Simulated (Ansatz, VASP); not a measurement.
## HfSnSe4: VASP beside Ansatz

```
Hf Sn Se
1.0
     6.74981    0.00000    0.00000
     0.00000    3.78145    0.00000
    -0.16505    0.00000    7.11293
Hf Sn Se
1 1 4
Direct
  0.50000 0.50000 0.00000
  0.00000 0.00000 0.00000
  0.33740 0.00000 0.77603
  0.82267 0.50000 0.77717
  0.17733 0.50000 0.22283
  0.66260 0.00000 0.22397
```

Alike in both runs: task single point; functional PBE; k mesh 6 × 10 × 6; occupations gaussian, width 0.1 eV; no spin polarisation.

|  | VASP | Ansatz |
| --- | --- | --- |
| version | VASP 6.6.1 | Ansatz 0.2.0 |
| potentials or method | VASP PAW PBE potentials, release 64 (Hf_pv, Sn_d, Se), cutoff 520 eV | scalar-relativistic, plane waves, PAW |
| valence electrons in the cell | 48 | 104 |

```tsv
	VASP	Ansatz	Ansatz less VASP
gap on the k mesh at the Fermi level (eV)	none	none	-
pressure (GPa)	-0.1	0.0	+0.12
rms of the force components (eV/Å)	0.015	0.001	-0.0145
```

Atom by atom the forces differ by 0.015 eV/Å (rms over components). A gap of «none» marks a metal or a gap that the smearing closes. With one functional, cell and mesh, what is left measures potentials, basis and numerics. VASP's potentials hold 48 valence electrons a cell and Ansatz's 104, so a difference there can come from the potentials and not from the codes.

Neither program's run includes spin-orbit coupling.
